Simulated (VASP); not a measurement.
Runs of VASP 6.6.1 on TiN. The structure is that of space group Fm-3m (No. 225), or close to it. The cells are those of the table. 

| level | spin | cell | k mesh | gap on the mesh (eV) | pressure (GPa) | moment (μB) |
| --- | --- | --- | --- | --- | --- | --- |
| PBE | collinear, ferromagnetic start | a = 3.003 Å, angles 60.0°, 2 atoms | 8 × 8 × 8 | none | (b) | 0.10 |
| r2SCAN | collinear, ferromagnetic start | a = 2.993 Å, angles 60.0°, 2 atoms | 14 × 14 × 14 | none | (a) | 0.00 |
| r2SCAN | off | a = 2.993 Å, angles 60.0°, 2 atoms | 14 × 14 × 14 | none | 1.5 | - |
| PBE | collinear, ferromagnetic start | a = 3.045 Å, angles 60.0°, 2 atoms | 8 × 8 × 8 | none | -9.9 | 0.10 |

Alike in all rows: task single point; potentials or basis VASP PAW PBE potentials, release 64 (Ti_sv, N); cutoff (eV) 520; smearing gaussian 0.05 eV.

Question: Estimate the missing entries.

Answer: (a) 1.6; (b) 0.5.

Caveats: the PAW data sets were made with another functional, which shifts forces and pressure a little (some runs).

A gap of «none» marks levels without a gap at the run's occupations.
